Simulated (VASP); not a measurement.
# PdRh in VASP: further runs

PdRh is run at these levels: PBEsol; tasks: single point.

All numbers are computed with VASP 6.6.1; they aren't measurements. Logs are shortened: lines on timing, memory, paths and dates and some standing lists are left out, and cuts for length are marked.

## Step 1: The cell of the first run

The cell holds a slab with vacuum, 4 atoms: a = 2.758 Å, b = 2.758 Å, c = 12.743 Å, α = 90.00°, β = 90.00°, γ = 120.00°.

## Step 2: Single point, PBEsol

INCAR reads:

```
ALGO = Normal
DIPOL = 0.5 0.5 0.500
EDIFF = 1E-6
ENCUT = 400
GGA = PS
GGA_COMPAT = False
IDIPOL = 3
ISIF = 2
ISMEAR = 1
LASPH = True
LCHARG = False
LDIPOL = True
LREAL = False
LWAVE = False
NBANDS = 33
NELM = 120
NELMDL = -8
PREC = Accurate
SIGMA = 0.02
```

KPOINTS reads:

```
k-points
0
Gamma
  7 7 1
```

POSCAR reads:

```
PdRh
1.0
    2.7584302894      0.0000000000      0.0000000000
   -1.3792151447      2.3888707052      0.0000000000
    0.0000000000      0.0000000000     12.7428694348
Pd Rh
2 2
Direct
    0.0000000000      0.0000000000      0.2354257819
    0.6666666667      0.3333333333      0.5881914060
    0.3333333333      0.6666666667      0.4118085940
    1.0000000000      1.0000000000      0.7645742181
```

Potentials or basis: VASP PAW PBE potentials, release 64 (Pd, Rh_pv).

The run is started by

```sh
$ cat potpaw_PBE.64/Pd/POTCAR potpaw_PBE.64/Rh_pv/POTCAR > POTCAR
$ mpirun -np 1 vasp_std > vasp.out
```

OUTCAR:

```text
EDIFF = 1E-6
   ENCUT = 400
   GGA = PS
   ISIF = 2
   ISMEAR = 1
   LASPH = True
   LREAL = False
   NELM = 120
   NELMDL = -8
   PREC = Accurate

 ion  position               nearest neighbor table
   1  0.000  0.000  0.235-   3 2.75   3 2.75   3 2.75
   2  0.667  0.333  0.588-   3 2.75   3 2.75   3 2.75   4 2.75   4 2.75   4 2.75
   3  0.333  0.667  0.412-   2 2.75   2 2.75   2 2.75   1 2.75   1 2.75   1 2.75
   4  0.000  0.000  0.765-   2 2.75   2 2.75   2 2.75

  LATTYP: Found a hexagonal cell.
 ALAT       =     2.7584302894
 C/A-ratio  =     4.6196090160

  Lattice vectors:

 A1 = (   2.7584302894,   0.0000000000,   0.0000000000)
 A2 = (  -1.3792151447,   2.3888707052,   0.0000000000)
 A3 = (   0.0000000000,   0.0000000000,  12.7428694348)

Analysis of symmetry for initial positions (statically):
=====================================================================
 Subroutine PRICEL returns:
 Original cell was already a primitive cell.

 Routine SETGRP: Setting up the symmetry group for a
 hexagonal supercell.

 Subroutine GETGRP returns: Found  6 space group operations
 (whereof  6 operations were pure point group operations)
 out of a pool of 24 trial point group operations.

The static configuration has the point symmetry C_3v.

Analysis of symmetry for dynamics (positions and initial velocities):
=====================================================================
 Subroutine PRICEL returns:
 Original cell was already a primitive cell.

 Routine SETGRP: Setting up the symmetry group for a
 hexagonal supercell.

 Subroutine GETGRP returns: Found  6 space group operations
 (whereof  6 operations were pure point group operations)
 out of a pool of 24 trial point group operations.

The dynamic configuration has the point symmetry C_3v.

 Subroutine INISYM returns: Found  6 space group operations
 (whereof  6 operations are pure point group operations),
 and found     1 'primitive' translations

----------------------------------------------------------------------------------------

                                     Primitive cell

  volume of cell :      83.9696

  direct lattice vectors                    reciprocal lattice vectors
     2.758430289  0.000000000  0.000000000     0.362525022  0.209303919  0.000000000
    -1.379215145  2.388870705  0.000000000     0.000000000  0.418607838  0.000000000
     0.000000000  0.000000000 12.742869435     0.000000000  0.000000000  0.078475261

  length of vectors
     2.758430289  2.758430289 12.742869435     0.418607838  0.418607838  0.078475261

  position of ions in fractional coordinates (direct lattice)
     0.000000000  0.000000000  0.235425782
     0.666666667  0.333333333  0.588191406
     0.333333333  0.666666667  0.411808594
     0.000000000  0.000000000  0.764574218

  ion indices of the primitive-cell ions
   primitive index   ion index
                 1           1
                 2           2
                 3           3
                 4           4

----------------------------------------------------------------------------------------

 KPOINTS: k-points

Automatic generation of k-mesh.
 Grid dimensions read from file:
 generate k-points for:    7    7    1

 Generating k-lattice:

  Cartesian coordinates                     Fractional coordinates (reciprocal lattice)
     0.051789289  0.029900560  0.000000000     0.142857143  0.000000000  0.000000000
     0.000000000  0.059801120  0.000000000     0.000000000  0.142857143  0.000000000
     0.000000000  0.000000000  0.078475261     0.000000000  0.000000000  1.000000000

  Length of vectors
     0.059801120  0.059801120  0.078475261

  Shift w.r.t. Gamma in fractional coordinates (k-lattice)
     0.000000000  0.000000000  0.000000000

 Subroutine IBZKPT returns following result:
 ===========================================

 Found      8 irreducible k-points:

 Following reciprocal coordinates:
            Coordinates               Weight
  0.000000  0.000000  0.000000      1.000000
  0.142857  0.000000  0.000000      6.000000
  0.285714  0.000000  0.000000      6.000000
  0.428571  0.000000  0.000000      6.000000
  0.142857  0.142857  0.000000      6.000000
  0.285714  0.142857  0.000000     12.000000
  0.428571  0.142857  0.000000      6.000000
  0.285714  0.285714  0.000000      6.000000
   k-points           NKPTS =      8   k-points in BZ     NKDIM =      8   number of bands    NBANDS=     33
   number of dos      NEDOS =    301   number of ions     NIONS =      4
   total plane-waves  NPLWV =  27216
   dimension x,y,z NGX =    18 NGY =   18 NGZ =   84
   dimension x,y,z NGXF=    36 NGYF=   36 NGZF=  168
   ions per type =               2   2
   NGX,Y,Z   is equivalent  to a cutoff of  10.85, 10.85, 10.96 a.u.
   NGXF,Y,Z  is equivalent  to a cutoff of  21.70, 21.70, 21.92 a.u.
 SYSTEM =  unknown system
   PREC   = accura    normal or accurate (medium, high low for compatibility)
   ISTART =      0    job   : 0-new  1-cont  2-samecut
   ICHARG =      2    charge: 1-file 2-atom 10-const
   ISPIN  =      1    spin polarized calculation?
   LNONCOLLINEAR =      F non collinear calculations
   LSORBIT =      F    spin-orbit coupling
   LASPH  =      T    aspherical Exc in radial PAW
   ENCUT  =  400.0 eV  29.40 Ry    5.42 a.u.   4.50  4.50 20.78*2*pi/ulx,y,z
   NELM   =    120;   NELMIN=  2; NELMDL= -8     # of ELM steps
   EDIFF  = 0.1E-05   stopping-criterion for ELM
   LREAL  =      F    real-space projection
   EDIFFG = 0.1E-04   stopping-criterion for IOM
   NSW    =      0    number of steps for IOM
   IBRION =     -1    ionic relax: 0-MD 1-quasi-New 2-CG
   NFREE  =      0    steps in history (QN), initial steepest desc. (CG)
   ISIF   =      2    stress and relaxation
   ISYM   =      2    0-nonsym 1-usesym 2-fastsym
   POTIM  = 0.5000    time-step for ionic-motion
   TEBEG  =    0.0;   TEEND  =   0.0 temperature during run
   PSTRESS=    0.0 pullay stress
   NELECT =      50.0000    total number of electrons
   NUPDOWN=      -1.0000    fix difference up-down
   EMIN   =  10.00;   EMAX   =-10.00  energy-range for DOS
   EFERMI =   0.00;   METHOD = LEGACY
   ISMEAR =     1;   SIGMA  =   0.02  broadening in eV -4-tet -1-fermi 0-gaus
   EFERMI_NEDOS =   21; number of points for ismear=-14 and -15
   IALGO  =     38    algorithm
   IMIX   =      4    mixing-type and parameters
     AMIX     =   0.40;   BMIX     =  1.00
     AMIX_MAG =   1.60;   BMIX_MAG =  1.00
  volume/ion in A,a.u.               =      20.99       141.66
  Fermi-wavevector in a.u.,A,eV,Ry     =   1.377286  2.602694 25.809127  1.896917
  Thomas-Fermi vector in A             =   2.502453
   LORBIT       =      0    0 simple, 1 ext, 2 COOP (PROOUT), +10 PAW based schemes
   GGA     = PS    functional components
   LHFCALC =     F    Hartree Fock is set to
   AEXX    =    0.0000 exact exchange contribution
   IVDW    =     0    specifies the selected vdW correction
   LEPSILON=     F    determine dielectric tensor
   LRPA    =     F    only Hartree local field effects (RPA)
 non-spin polarized calculation
 Methfessel and Paxton  Order N= 1 SIGMA  =   0.02
  energy-cutoff  :      400.00
  volume of cell :       83.97
 maximum number of plane-waves:      1548
 NGX is ok and might be reduce to    18
   NGX =  9   NGY =  9   NGZ = 41

 dipolmoment           0.000000      0.000000     -0.008007 electrons x Angstroem

 number of electron      49.9999972 magnetization

 dipolmoment           0.000000      0.000000      0.005677 electrons x Angstroem

 Free energy of the ion-electron system (eV)
  ---------------------------------------------------
  ext. energy  EPLUGINS =         0.00000000
  ---------------------------------------------------
  free energy    TOTEN  =       -26.07000503 eV

  energy without entropy =      -26.06903943  energy(sigma->0) =      -26.06968316

 E-fermi :   5.5640     XC(G=0): -10.5822

 val. band max:        5.5451973019   @ k =   0.4286   0.0000   0.0000
 cond. band min:       5.5680359590   @ k =   0.4286   0.1429   0.0000
 fundamental gap:      0.0228386571
 Fermi energy:         5.5640423524

 k-point     1 :       0.0000    0.0000    0.0000
  band No.  band energies     occupation
      1     -40.7304      2.00000
      2     -40.4870      2.00000
      3     -40.4870      2.00000
      4     -40.2594      2.00000
      5     -40.1429      2.00000
      6     -40.1429      2.00000
[... 25 lines left out ...]
     32      12.2999      0.00000
     33      14.5165      0.00000

 k-point     2 :       0.1429    0.0000    0.0000
  band No.  band energies     occupation
      1     -40.7194      2.00000
      2     -40.5692      2.00000
      3     -40.5068      2.00000
      4     -40.2485      2.00000
      5     -40.2251      2.00000
      6     -40.1627      2.00000
[... 25 lines left out ...]
     32      12.9290      0.00000
     33      14.6466      0.00000

 k-point     3 :       0.2857    0.0000    0.0000
  band No.  band energies     occupation
      1     -40.7512      2.00000
      2     -40.6949      2.00000
      3     -40.5511      2.00000
      4     -40.4072      2.00000
      5     -40.2240      2.00000
      6     -40.2071      2.00000
[... 25 lines left out ...]
     32      14.6404      0.00000
     33      15.2928      0.00000

 k-point     4 :       0.4286    0.0000    0.0000
  band No.  band energies     occupation
      1     -40.8944      2.00000
      2     -40.6750      2.00000
      3     -40.5863      2.00000
      4     -40.5504      2.00000
      5     -40.2423      2.00000
      6     -40.2043      2.00000
[... 25 lines left out ...]
     32      13.1991      0.00000
     33      14.0215      0.00000

 k-point     5 :       0.1429    0.1429    0.0000
  band No.  band energies     occupation
      1     -40.7016      2.00000
      2     -40.6895      2.00000
      3     -40.5506      2.00000
      4     -40.3455      2.00000
      5     -40.2307      2.00000
      6     -40.2066      2.00000
[... 25 lines left out ...]
     32      14.1606      0.00000
     33      15.0620      0.00000

 k-point     6 :       0.2857    0.1429    0.0000
  band No.  band energies     occupation
      1     -40.8286      2.00000
      2     -40.6795      2.00000
      3     -40.6139      2.00000
      4     -40.4846      2.00000
      5     -40.2698      2.00000
      6     -40.2087      2.00000
[... 25 lines left out ...]
     32      14.9325      0.00000
     33      15.8667      0.00000

 k-point     7 :       0.4286    0.1429    0.0000
  band No.  band energies     occupation
      1     -40.8891      2.00000
      2     -40.6697      2.00000
      3     -40.6426      2.00000
      4     -40.5452      2.00000
      5     -40.2986      2.00000
      6     -40.1989      2.00000
[... 25 lines left out ...]
     32      13.2784      0.00000
     33      14.0205      0.00000

 k-point     8 :       0.2857    0.2857    0.0000
  band No.  band energies     occupation
      1     -40.8324      2.00000
      2     -40.7230      2.00000
      3     -40.6671      2.00000
      4     -40.4884      2.00000
      5     -40.3790      2.00000
      6     -40.1964      2.00000
[... 25 lines left out ...]
     32      13.9891      0.00000
     33      14.3154      0.00000

------------------------ aborting loop because EDIFF is reached ----------------------------------------

 vacuum level on the upper side and lower side of the slab       (xc-potential included)        -1.907        -1.721

  FORCE on cell =-STRESS in cart. coord.  units (eV):
  Direction    XX          YY          ZZ          XY          YZ          ZX
  --------------------------------------------------------------------------------------
  -------------------------------------------------------------------------------------
  Total       -6.7943922     -6.7943922     -5.0210601      0.0000000      0.0000000      0.0000000
  in kB     -129.6400848   -129.6400848    -95.8041043      0.0000000      0.0000000      0.0000000
  external PRESSURE =    -118.3614246 kB  Pullay stress =       0.0000000 kB

 VOLUME and BASIS-vectors are now :
 -----------------------------------------------------------------------------
  energy-cutoff  :      400.00
  volume of cell :       83.97
      direct lattice vectors                 reciprocal lattice vectors
     2.758430289  0.000000000  0.000000000     0.362525022  0.209303919  0.000000000
    -1.379215145  2.388870705  0.000000000     0.000000000  0.418607838  0.000000000
     0.000000000  0.000000000 12.742869435     0.000000000  0.000000000  0.078475261

 POSITION                                       TOTAL-FORCE (eV/Angst)
 -----------------------------------------------------------------------------------
      0.00000      0.00000      3.00000         0.000000      0.000000      0.470472
      1.37922      0.79629      7.49525         0.000000      0.000000     -0.016819
     -0.00000      1.59258      5.24762        -0.000000     -0.000000      0.347332
      0.00000      0.00000      9.74287         0.000000      0.000000     -0.800985
 -----------------------------------------------------------------------------------
    total drift:                               -0.000000     -0.000000      0.000892

  FREE ENERGIE OF THE ION-ELECTRON SYSTEM (eV)
  ---------------------------------------------------
  free  energy   TOTEN  =       -26.0700050309 eV

  energy  without entropy=      -26.0690394301  energy(sigma->0) =      -26.06968316

 vacuum level on the upper side and lower side of the slab         8.865         9.036
```

It took 52 s on 1 thread of AMD EPYC 7R43 (Zen 3), shared host; peak memory 0.12 GiB.

What came out:

```yaml
Free_energy: -26.0700 eV
Largest_force: 0.801 eV/Å
Band_gap_on_the_k_mesh: zero (bands 25 and 26 overlap by 1.52 eV)
```

Forces in eV/Å, atoms in the order of the input:
```
Pd   0.000  0.000  0.470
Pd   0.000  0.000 -0.017
Rh   0.000  0.000  0.347
Rh   0.000  0.000 -0.801
```

Caveat: the k points lie up to 0.38 Å⁻¹ apart, too coarse for converged energies and pressures of a metal; the PAW data sets were made with another functional, which shifts forces and pressure a little.

[end of part 1 of 2]
